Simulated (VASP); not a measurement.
Runs of VASP 6.6.1 on BaTiO3. The structure is that of space group P4/mmm (No. 123), or close to it. The cells are those of the table. 

```csv
cell,gap on the mesh (eV),pressure (GPa)
"a = 4.483, b = 4.483, c = 3.170 Å, 5 atoms",1.17,35.8
"a = 3.758, b = 3.758, c = 4.510 Å, 5 atoms",(a),10.5
"a = 4.216, b = 4.216, c = 3.584 Å, 5 atoms",1.83,(b)
"a = 3.558, b = 3.558, c = 5.032 Å, 5 atoms",1.33,32.7
"a = 4.339, b = 4.339, c = 3.384 Å, 5 atoms",1.68,18.6
```

Alike in all rows: task single point; level r2SCAN; potentials or basis VASP PAW PBE potentials, release 64 (Ba_sv, Ti_sv, O); no spin polarisation; k mesh 8 × 8 × 8; cutoff (eV) 520; smearing gaussian 0.05 eV.

Task: Estimate the missing entries.

Result: (a) 1.84; (b) 8.9.

Caveats: the PAW data sets were made with another functional, which shifts forces and pressure a little; spin-orbit coupling is left out, which moves the levels of the heavy elements; the stress differs along the axes, from -14 to 135 GPa (at least some runs); the stress differs along the axes, from -13 to 22 GPa (at least some runs); the stress differs along the axes, from -6 to 39 GPa (at least some runs); the stress differs along the axes, from -16 to 57 GPa (at least some runs); the stress differs along the axes, from -10 to 75 GPa (at least some runs).

A k mesh can miss the band edges, and the runs leave out spin-orbit coupling on Ba.
